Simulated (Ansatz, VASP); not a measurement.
# BN in VASP and in Ansatz

POSCAR

```
BN
1.0
    2.5156305077      0.0000000000      0.0000000000
   -1.2578152539      2.1785999262      0.0000000000
    0.0000000000      0.0000000000      4.2268550000
B N
2 2
Direct
    0.6666666667      0.3333333333      0.9997240000
    0.3333333333      0.6666666667      0.4997240000
    0.6666666667      0.3333333333      0.6252760000
    0.3333333333      0.6666666667      0.1252760000
```

File INCAR.step1:

```
SYSTEM = BN
PREC = Accurate ; ENCUT = 910
ISMEAR = 0 ; SIGMA = 0.05
LREAL = .False. ; LASPH = .True.
NELM = 120 ; NBANDS = 16
GGA = PE ; ALGO = Normal
EDIFF = 1E-5 ; LWAVE = .True.
LCHARG = .False. ; GGA_COMPAT = .False.
```

The input INCAR.step2:

```
SYSTEM = BN
PREC = Accurate ; ENCUT = 910
EDIFF = 1E-6 ; ISMEAR = 0
SIGMA = 0.05 ; LREAL = .False.
LASPH = .True. ; NELM = 120
ALGO = Normal ; ISIF = 2
LWAVE = .False. ; LCHARG = .False.
METAGGA = R2SCAN ; LMIXTAU = .True.
NBANDS = 16 ; ISTART = 1
GGA_COMPAT = .False.
```

KPOINTS

```
regular mesh
0
Gamma
  12 12 6
  0 0 0
```

Input for Ansatz:

```yaml
crystal:
  lattice:
    - [2.5156305077, 0.0, 0.0]
    - [-1.2578152539, 2.1785999262, 0.0]
    - [0.0, 0.0, 4.226855]
  atoms:
    - { symbol: B, position: [0.6666666667, 0.3333333333, 0.999724] }
    - { symbol: B, position: [0.3333333333, 0.6666666667, 0.499724] }
    - { symbol: "N", position: [0.6666666667, 0.3333333333, 0.625276] }
    - { symbol: "N", position: [0.3333333333, 0.6666666667, 0.125276] }
basis:
  ecutwfc: 500
kpoints:
  mp_grid: { grid: [12, 12, 6] }
hamiltonian:
  xc: r2scan
scf:
  occupations: { method: gaussian, width: 0.05 }
output:
  forces: true
  stress: true
  eigenvalues: true
```

Change from the starting cell: strain -0.0150 x Voigt [1, 1, 0, 0, 0, 0], atoms carried along.

Alike in both runs: task single point; functional r2SCAN; k mesh 12 × 12 × 6; occupations gaussian, width 0.05 eV; no spin polarisation.

```csv
,VASP,Ansatz
version,VASP 6.6.1,Ansatz 0.2.0
potentials or method,"VASP PAW PBE potentials, release 64 (B_h, N_h), cutoff 910 eV","scalar-relativistic, plane waves, PAW"
valence electrons in the cell,16,16
```

|  | VASP | Ansatz | Ansatz less VASP |
| --- | --- | --- | --- |
| gap on the k mesh at the Fermi level (eV) | 5.64 | 5.66 | +0.017 |
| least direct gap on the mesh (eV) | 8.90 | 8.90 | +0.009 |

VASP's potentials were made for PBE, not for r2SCAN. The functional is the same, so the differences come from potentials, cutoffs and numerics.

Noted on VASP's run: the cutoff is short for stress, so the pressure is rough.
